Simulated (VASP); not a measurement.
Write the native input for VASP 6.6.1 that does the following.

* Task: relaxation of cell and atoms
* Functional: LDA
* Potentials or basis: VASP PAW LDA potentials, release 64 (Al, Au)
* Cutoff: 600 eV
* k mesh: 6 × 6 × 6
* Occupations: gaussian, width 0.15 eV
* Spin: no spin polarisation
* Dipole correction: no
* Further INCAR settings: ALGO = Normal; EDIFF = 1e-06; IBRION = 2; EDIFFG = -0.01; NSW = 80; ISIF = 3

The structure of AlAu lies in POSCAR:

```
AlAu
1.0
    3.2239420000      0.0000000000      0.0000000000
    0.0000000000      3.2239420000      0.0000000000
    0.0000000000      0.0000000000      3.2239420000
Al Au
1 1
Direct
    0.0000000000      0.0000000000      0.0000000000
    0.5000000000      0.5000000000      0.5000000000
```

One way to write it, as run:

INCAR

```
SYSTEM = AlAu
PREC = Accurate
ENCUT = 600
EDIFF = 1E-6
ISMEAR = 0
SIGMA = 0.15
LREAL = .False.
LASPH = .True.
NELM = 100
ALGO = Normal
ISIF = 3
LWAVE = .False.
LCHARG = .False.
GGA = CA
IBRION = 2
NSW = 80
EDIFFG = -0.01
```

KPOINTS

```
Automatic mesh
0
Gamma
  6 6 6
  0 0 0
```

Potentials or basis: VASP PAW LDA potentials, release 64 (Al, Au).

The run is started by

```bash
$ cat potpaw_LDA.64/Al/POTCAR potpaw_LDA.64/Au/POTCAR > POTCAR
$ mpirun -np 1 vasp_std > vasp.out
```

Results of the run:

* Relaxed volume: 15.73 Å³/atom
* Relaxed cell: a = 3.157 Å, b = 3.157 Å, c = 3.157 Å, α = 90.00°, β = 90.00°, γ = 90.00°
* Space group after relaxing (to 0.05 Å): Pm-3m (No. 221)
* Energy gained by relaxing: 27.7 meV/atom
* Ionic steps: 3
* Pressure after relaxing: -0.1 GPa
* Band gap on the k mesh: zero (band 7 reaches 13.14 eV, above the bottom of band 8 at 9.06 eV)

Caveat: spin-orbit coupling is left out, which moves the levels of the heavy elements.

It took 23 s on 1 thread of Intel Xeon 8259CL, with other jobs on the host, peak memory 0.16 GiB.
